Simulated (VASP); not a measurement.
A run of VASP 6.6.1:

Contents of INCAR:

```
  PREC = Accurate
  ENCUT = 520
  EDIFF = 1E-6
  ISMEAR = -1
  SIGMA = 0.1
  LREAL = False
  LASPH = True
  NELM = 100
  ALGO = Normal
  ISIF = 2
  LWAVE = False
  LCHARG = False
  GGA = PS
  NBANDS = 32
```

Contents of KPOINTS:

```
regular mesh
0
Gamma
  16 16 10
```

The input POSCAR:

```
Lu
1.0
    3.4434478595      0.0000000000      0.0000000000
   -1.7217239297      2.9821133229      0.0000000000
    0.0000000000      0.0000000000      5.3678591129
Lu
2
Direct
    0.3333333333      0.6666666667      0.2500000000
    0.6666666667      0.3333333333      0.7500000000
```

Potentials or basis: VASP PAW PBE potentials, release 64 (Lu).

The run is started by

```bash
$ cat potpaw_PBE.64/Lu/POTCAR > POTCAR
$ mpirun -np 1 vasp_std > vasp.out
```

Hardware: 1 thread of AMD EPYC 9R45 96-Core Processor (Zen 5), with other jobs on the host.

Estimate the wall time of this run.

Wall time 2.6 min on 1 thread of AMD EPYC 9R45 96-Core Processor (Zen 5) (shared host), peak memory 0.34 GiB. Counts: scf iterations 12, k points 180.
